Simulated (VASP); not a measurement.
Wanted: the native input for a VASP 6.6.1 run.

| Quantity | Value |
| --- | --- |
| Task | relaxation of cell and atoms |
| Functional | r2SCAN |
| Potentials or basis | VASP PAW PBE potentials, release 64 (Ti_sv, N) |
| Cutoff | 600 eV |
| k mesh | 13 × 13 × 13 |
| Occupations | fermi-dirac, width 0.1 eV |
| Spin | no spin polarisation |
| Dipole correction | no |
| Further INCAR settings | ALGO = Normal; EDIFF = 1e-07; IBRION = 2; EDIFFG = -0.01; NSW = 80; ISIF = 3 |

Crystal: TiN.

```
Ti N
1.0
     0.00000    2.11900    2.11900
     2.11900    0.00000    2.11900
     2.11900    2.11900    0.00000
Ti N
1 1
Direct
  0.00000 0.00000 0.00000
  0.50000 0.50000 0.50000
```

The input as run:

POSCAR

```
TiN
1.0
    0.0000000000      2.1190000000      2.1190000000
    2.1190000000      0.0000000000      2.1190000000
    2.1190000000      2.1190000000      0.0000000000
Ti N
1 1
Direct
    0.0000000000      0.0000000000      0.0000000000
    0.5000000000      0.5000000000      0.5000000000
```

INCAR.step1

```
ALGO = Normal
EDIFF = 1E-4
ENCUT = 600
GGA = PE
ISMEAR = -1
LASPH = True
LCHARG = False
LREAL = False
LWAVE = True
NELM = 60
PREC = Accurate
SIGMA = 0.1
```

INCAR.step2

```
ALGO = Normal
EDIFF = 1E-7
EDIFFG = -0.01
ENCUT = 600
IBRION = 2
ISIF = 3
ISMEAR = -1
ISTART = 1
LASPH = True
LCHARG = False
LMIXTAU = True
LREAL = False
LWAVE = False
METAGGA = R2SCAN
NELM = 60
NSW = 80
PREC = Accurate
SIGMA = 0.1
```

KPOINTS

```
k-points
0
Gamma
  13 13 13
```

Potentials or basis: VASP PAW PBE potentials, release 64 (Ti_sv, N).

Launch:

```console
$ cat potpaw_PBE.64/Ti_sv/POTCAR potpaw_PBE.64/N/POTCAR > POTCAR
$ cp INCAR.step1 INCAR
$ mpirun -np 1 vasp_std > vasp.out
$ cp INCAR.step2 INCAR
$ mpirun -np 1 vasp_std > vasp.out
```

Results of the run:

| Quantity | Value |
| --- | --- |
| Relaxed volume | 9.53 Å³/atom |
| Relaxed cell | a = 2.999 Å, b = 2.999 Å, c = 2.999 Å, α = 60.00°, β = 60.00°, γ = 60.00° |
| Space group after relaxing (to 0.1 Å) | Fm-3m (No. 225) |
| Energy gained by relaxing | 0.0 meV/atom |
| Ionic steps | 3 |
| Pressure after relaxing | 0.0 GPa |
| Band gap on the k mesh | zero (an odd number of electrons rules out a gap without spin polarisation) |

Caveat: the PAW data sets were made with another functional, which shifts forces and pressure a little.

Run time: 2.7 min on 1 thread of Intel Xeon 8259CL (shared host), peak memory 0.17 GiB.
